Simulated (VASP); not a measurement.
# Zn2SiN (P6/mmm) in VASP: single point with PBE

Aim: the single point of Zn2SiN with PBE.

Program: VASP 6.6.1. These are calculated values, not measurements. Logs are shortened: lines on timing, memory, paths and dates and some standing lists are left out, and cuts for length are marked.

### 1 The cell of the first run

The structure is hexagonal, space group P6/mmm (No. 191). The conventional cell has a = 2.928 Å, b = 2.928 Å, c = 8.499 Å, α = 90.00°, β = 90.00°, γ = 120.00°. Within 2.5 Å of Zn (site symmetry 6mm) lie 1 N at 1.85 Å and 1 Si at 2.40 Å. Within 3.2 Å of Si (site symmetry 6/mmm) lie 2 Zn at 2.40 Å and 6 Si at 2.93 Å. Within 2.5 Å of N (site symmetry 6/mmm) lie 2 Zn at 1.85 Å.

The cell was generated, and may not be a known phase.

### 2 Single point, PBE, collinear spin, ferromagnetic start

Contents of INCAR:

```
ALGO = Normal ; EDIFF = 1E-6
ENCUT = 600 ; GGA = PE
GGA_COMPAT = False ; ISIF = 2
ISMEAR = 0 ; ISPIN = 2
LASPH = True ; LCHARG = True
LELF = True ; LORBIT = 11
LREAL = False ; LVHAR = True
LWAVE = False ; MAGMOM = 0 0 0 1
NBANDS = 28 ; NELM = 200
PREC = Accurate ; SIGMA = 0.1
```

Contents of KPOINTS:

```
k-points
0
Gamma
  18 18 6
```

Contents of POSCAR:

```
Zn2SiN
1.0
    2.9277108621      0.0000000000      0.0000000000
   -1.4638554311      2.5354719815      0.0000000000
    0.0000000000      0.0000000000      8.4990281903
Zn Si N
2 1 1
Direct
    0.0000000000      0.0000000000      0.2827616471
    0.0000000000      0.0000000000      0.7172383529
    0.0000000000      0.0000000000      0.0000000000
    0.0000000000      0.0000000000      0.5000000000
```

Potentials or basis: VASP PAW PBE potentials, release 64 (Zn, Si, N).

Launch:

```sh
> cat potpaw_PBE.64/Zn/POTCAR potpaw_PBE.64/Si/POTCAR potpaw_PBE.64/N/POTCAR > POTCAR
> mpirun -np 1 vasp_std > vasp.out
```

OUTCAR:

```text
EDIFF = 1E-6
   ENCUT = 600
   GGA = PE
   ISIF = 2
   ISMEAR = 0
   ISPIN = 2
   LASPH = True
   LORBIT = 11
   LREAL = False
   NELM = 200
   PREC = Accurate

 ion  position               nearest neighbor table
   1  0.000  0.000  0.283-   4 1.85   3 2.40
   2  0.000  0.000  0.717-   4 1.85   3 2.40
   3  0.000  0.000  0.000-   1 2.40   2 2.40
   4  0.000  0.000  0.500-   1 1.85   2 1.85

  LATTYP: Found a hexagonal cell.
 ALAT       =     2.9277108621
 C/A-ratio  =     2.9029602275

  Lattice vectors:

 A1 = (   2.9277108621,   0.0000000000,   0.0000000000)
 A2 = (  -1.4638554311,   2.5354719815,   0.0000000000)
 A3 = (   0.0000000000,   0.0000000000,   8.4990281903)

Analysis of symmetry for initial positions (statically):
=====================================================================
 Subroutine PRICEL returns:
 Original cell was already a primitive cell.

 Routine SETGRP: Setting up the symmetry group for a
 hexagonal supercell.

 Subroutine GETGRP returns: Found 24 space group operations
 (whereof 24 operations were pure point group operations)
 out of a pool of 24 trial point group operations.

The static configuration has the point symmetry D_6h.

Analysis of symmetry for dynamics (positions and initial velocities):
=====================================================================
 Subroutine PRICEL returns:
 Original cell was already a primitive cell.

 Routine SETGRP: Setting up the symmetry group for a
 hexagonal supercell.

 Subroutine GETGRP returns: Found 24 space group operations
 (whereof 24 operations were pure point group operations)
 out of a pool of 24 trial point group operations.

The dynamic configuration has the point symmetry D_6h.

Analysis of structural, dynamic, and magnetic symmetry:
=====================================================================
 Subroutine PRICEL returns:
 Original cell was already a primitive cell.

 Routine SETGRP: Setting up the symmetry group for a
 hexagonal supercell.

 Subroutine GETGRP returns: Found 24 space group operations
 (whereof 24 operations were pure point group operations)
 out of a pool of 24 trial point group operations.

The overall configuration has the point symmetry D_6h.

 Subroutine INISYM returns: Found 24 space group operations
 (whereof 24 operations are pure point group operations),
 and found     1 'primitive' translations

----------------------------------------------------------------------------------------

                                     Primitive cell

  volume of cell :      63.0894

  direct lattice vectors                    reciprocal lattice vectors
     2.927710862  0.000000000  0.000000000     0.341563784  0.197201943  0.000000000
    -1.463855431  2.535471982  0.000000000     0.000000000  0.394403885  0.000000000
     0.000000000  0.000000000  8.499028190     0.000000000  0.000000000  0.117660511

  length of vectors
     2.927710862  2.927710862  8.499028190     0.394403885  0.394403885  0.117660511

  position of ions in fractional coordinates (direct lattice)
     0.000000000  0.000000000  0.282761647
     0.000000000  0.000000000  0.717238353
     0.000000000  0.000000000  0.000000000
     0.000000000  0.000000000  0.500000000

  ion indices of the primitive-cell ions
   primitive index   ion index
                 1           1
                 2           2
                 3           3
                 4           4

----------------------------------------------------------------------------------------

 KPOINTS: k-points

Automatic generation of k-mesh.
 Grid dimensions read from file:
 generate k-points for:   18   18    6

 Generating k-lattice:

  Cartesian coordinates                     Fractional coordinates (reciprocal lattice)
     0.018975766  0.010955663  0.000000000     0.055555556  0.000000000  0.000000000
     0.000000000  0.021911327  0.000000000     0.000000000  0.055555556  0.000000000
     0.000000000  0.000000000  0.019610085     0.000000000  0.000000000  0.166666667

  Length of vectors
     0.021911327  0.021911327  0.019610085

  Shift w.r.t. Gamma in fractional coordinates (k-lattice)
     0.000000000  0.000000000  0.000000000

 Subroutine IBZKPT returns following result:
 ===========================================

 Found    148 irreducible k-points:

 Following reciprocal coordinates:
            Coordinates               Weight
  0.000000  0.000000  0.000000      1.000000
  0.055556  0.000000  0.000000      6.000000
  0.111111  0.000000  0.000000      6.000000
  0.166667  0.000000  0.000000      6.000000
  0.222222  0.000000  0.000000      6.000000
  0.277778  0.000000  0.000000      6.000000
[... 16 lines left out ...]
  0.333333  0.111111  0.000000     12.000000
  0.388889  0.111111  0.000000     12.000000
 [... further k-points ...]
   k-points           NKPTS =    148   k-points in BZ     NKDIM =    148   number of bands    NBANDS=     28
   number of dos      NEDOS =    301   number of ions     NIONS =      4
   total plane-waves  NPLWV =  40320
   dimension x,y,z NGX =    24 NGY =   24 NGZ =   70
   dimension x,y,z NGXF=    48 NGYF=   48 NGZF=  140
   ions per type =               2   1   1
   NGX,Y,Z   is equivalent  to a cutoff of  13.63, 13.63, 13.69 a.u.
   NGXF,Y,Z  is equivalent  to a cutoff of  27.26, 27.26, 27.38 a.u.
 SYSTEM =  unknown system
   PREC   = accura    normal or accurate (medium, high low for compatibility)
   ISTART =      0    job   : 0-new  1-cont  2-samecut
   ICHARG =      2    charge: 1-file 2-atom 10-const
   ISPIN  =      2    spin polarized calculation?
   LNONCOLLINEAR =      F non collinear calculations
   LSORBIT =      F    spin-orbit coupling
   LASPH  =      T    aspherical Exc in radial PAW
   ENCUT  =  600.0 eV  44.10 Ry    6.64 a.u.   5.85  5.85 16.97*2*pi/ulx,y,z
   NELM   =    200;   NELMIN=  2; NELMDL= -5     # of ELM steps
   EDIFF  = 0.1E-05   stopping-criterion for ELM
   LREAL  =      F    real-space projection
[... 7 lines left out ...]
   TEBEG  =    0.0;   TEEND  =   0.0 temperature during run
   PSTRESS=    0.0 pullay stress
   NELECT =      33.0000    total number of electrons
   NUPDOWN=      -1.0000    fix difference up-down
   EMIN   =  10.00;   EMAX   =-10.00  energy-range for DOS
   EFERMI =   0.00;   METHOD = LEGACY
   ISMEAR =     0;   SIGMA  =   0.10  broadening in eV -4-tet -1-fermi 0-gaus
   EFERMI_NEDOS =   21; number of points for ismear=-14 and -15
   IALGO  =     38    algorithm
   IMIX   =      4    mixing-type and parameters
     AMIX     =   0.40;   BMIX     =  1.00
     AMIX_MAG =   1.60;   BMIX_MAG =  1.00
  volume/ion in A,a.u.               =      15.77       106.44
  Fermi-wavevector in a.u.,A,eV,Ry     =   1.319048  2.492640 23.672622  1.739889
  Thomas-Fermi vector in A             =   2.448974
   LORBIT       =     11    0 simple, 1 ext, 2 COOP (PROOUT), +10 PAW based schemes
   GGA     = PE    functional components
   LHFCALC =     F    Hartree Fock is set to
   AEXX    =    0.0000 exact exchange contribution
   IVDW    =     0    specifies the selected vdW correction
   LEPSILON=     F    determine dielectric tensor
   LRPA    =     F    only Hartree local field effects (RPA)
 spin polarized calculation
 Gauss-broadening in eV      SIGMA  =   0.10
  energy-cutoff  :      600.00
  volume of cell :       63.09
 maximum number of plane-waves:      2130
 NGX is ok and might be reduce to    24
   NGX = 11   NGY = 11   NGZ = 33

 number of electron      33.0000020 magnetization       1.2024438

 Free energy of the ion-electron system (eV)
  ---------------------------------------------------
  ext. energy  EPLUGINS =         0.00000000
  ---------------------------------------------------
  free energy    TOTEN  =       -12.21671460 eV

  energy without entropy =      -12.21130972  energy(sigma->0) =      -12.21401216

 E-fermi :   3.3602     XC(G=0): -10.5002

 val. band max:        3.3522184490   @ k =   0.2778   0.1111   0.0000
 cond. band min:       3.3668106944   @ k =   0.1667   0.0000   0.5000
 fundamental gap:      0.0145922454
 Fermi energy:         3.3602199276

 spin component 1

 k-point     1 :       0.0000    0.0000    0.0000
  band No.  band energies     occupation
      1     -11.9542      1.00000
      2      -7.4684      1.00000
      3      -5.0770      1.00000
      4      -4.3696      1.00000
      5      -4.3230      1.00000
      6      -4.0088      1.00000
[... 20 lines left out ...]
     27      16.9024      0.00000
     28      17.6555      0.00000
[... 683 lines left out ...]
 k-point    24 :       0.3889    0.1111    0.0000
  band No.  band energies     occupation
      1     -10.7870      1.00000
      2      -4.7686      1.00000
      3      -4.4372      1.00000
      4      -4.2840      1.00000
      5      -4.2521      1.00000
      6      -4.0552      1.00000
[... 20 lines left out ...]
     27      14.5636      0.00000
     28      16.3614      0.00000

 [... further k-points ...]

 spin component 2

 k-point     1 :       0.0000    0.0000    0.0000
  band No.  band energies     occupation
      1     -10.4873      1.00000
      2      -7.4373      1.00000
      3      -4.9335      1.00000
      4      -4.3759      1.00000
      5      -4.3489      1.00000
      6      -3.9991      1.00000
[... 20 lines left out ...]
     27      16.9010      0.00000
     28      17.8270      0.00000
[... 683 lines left out ...]
 k-point    24 :       0.3889    0.1111    0.0000
  band No.  band energies     occupation
      1      -9.2025      1.00000
      2      -4.6549      1.00000
      3      -4.3327      1.00000
      4      -4.2736      1.00000
      5      -4.2463      1.00000
      6      -4.0245      1.00000
[... 20 lines left out ...]
     27      14.7988      0.00000
     28      16.3285      0.00000

 [... further k-points ...]

------------------------ aborting loop because EDIFF is reached ----------------------------------------

  FORCE on cell =-STRESS in cart. coord.  units (eV):
  Direction    XX          YY          ZZ          XY          YZ          ZX
  --------------------------------------------------------------------------------------
  -------------------------------------------------------------------------------------
  Total       -0.0004121     -0.0004121      0.4555649      0.0000000      0.0000000     -0.0000000
  in kB       -0.0104647     -0.0104647     11.5692336      0.0000000      0.0000000     -0.0000000
  external PRESSURE =       3.8494348 kB  Pullay stress =       0.0000000 kB

 VOLUME and BASIS-vectors are now :
 -----------------------------------------------------------------------------
  energy-cutoff  :      600.00
  volume of cell :       63.09
      direct lattice vectors                 reciprocal lattice vectors
     2.927710862  0.000000000  0.000000000     0.341563784  0.197201943  0.000000000
    -1.463855431  2.535471982  0.000000000     0.000000000  0.394403885  0.000000000
     0.000000000  0.000000000  8.499028190     0.000000000  0.000000000  0.117660511

 POSITION                                       TOTAL-FORCE (eV/Angst)
 -----------------------------------------------------------------------------------
      0.00000      0.00000      2.40320        -0.000000      0.000000     -0.092910
      0.00000      0.00000      6.09583         0.000000     -0.000000      0.092910
      0.00000      0.00000      0.00000         0.000000     -0.000000     -0.000000
      0.00000      0.00000      4.24951         0.000000     -0.000000     -0.000000
 -----------------------------------------------------------------------------------
    total drift:                                0.000000     -0.000000      0.000000

  FREE ENERGIE OF THE ION-ELECTRON SYSTEM (eV)
  ---------------------------------------------------
  free  energy   TOTEN  =       -12.2167145965 eV

  energy  without entropy=      -12.2113097153  energy(sigma->0) =      -12.21401216

 total charge

# of ion       s       p       d       tot
------------------------------------------
    1        0.651   0.460   9.743  10.854
    2        0.651   0.460   9.743  10.854
    3        0.820   0.727   0.000   1.547
    4        1.300   2.224   0.000   3.524
--------------------------------------------------
tot          3.422   3.872  19.485  26.779

 magnetization (x)

# of ion       s       p       d       tot
------------------------------------------
    1        0.001  -0.010   0.020   0.011
    2        0.001  -0.010   0.020   0.011
    3       -0.003  -0.008   0.000  -0.011
    4        0.025   0.857   0.000   0.882
--------------------------------------------------
tot          0.024   0.830   0.040   0.894
```

Wall time 4.1 min (1 thread of Intel Xeon 6975P-C (Granite Rapids), shared host); peak memory 0.57 GiB.

Results:

- Free energy: -12.2167 eV
- Pressure: 0.4 GPa
- Largest force: 0.093 eV/Å
- Net moment: 1.20 μB per cell
- Site moments: Zn +0.01; Si -0.01; N +0.88 μB
- Valence electrons inside the program's atomic spheres: Zn 10.85; Si 1.55; N 3.52

Forces on the atoms (eV/Å):
```
Zn   0.000  0.000 -0.093
Zn   0.000  0.000  0.093
Si   0.000  0.000  0.000
N    0.000  0.000  0.000
```

Stress tensor (GPa, compression positive):
```
0.00 0.00 0.00
0.00 0.00 0.00
0.00 0.00 1.16
```

Levels at points of the mesh, in eV from the Fermi level:
Spin up:
| k point | band 14 | band 15 | band 16 | band 17 | band 18 | band 19 | band 20 | band 21 |
| --- | --- | --- | --- | --- | --- | --- | --- | --- |
| (0.00, 0.00, 0.00) | -4.19 | -2.94 | -0.26 | -0.26 | 4.17 | 6.03 | 8.02 | 8.02 |
| (0.50, 0.00, 0.00) | -3.40 | -3.27 | -1.42 | -0.95 | -0.72 | 2.25 | 2.52 | 4.55 |
| (0.00, 0.00, 0.50) | -6.55 | -0.27 | -0.26 | -0.26 | 1.42 | 8.00 | 8.00 | 8.41 |
| (0.50, 0.00, 0.50) | -4.12 | -3.34 | -1.84 | -0.95 | 0.60 | 0.83 | 3.77 | 4.51 |
Spin down:
```tsv
k point	band 14	band 15	band 16	band 17	band 18	band 19
(0.00, 0.00, 0.00)	-3.95	-2.75	2.12	2.12	4.42	6.29
(0.50, 0.00, 0.00)	-3.08	-2.33	-1.30	-0.77	1.24	2.63
(0.00, 0.00, 0.50)	-6.45	0.02	1.61	2.12	2.12	7.99
(0.50, 0.00, 0.50)	-3.03	-2.94	-1.84	0.76	1.17	1.26
```
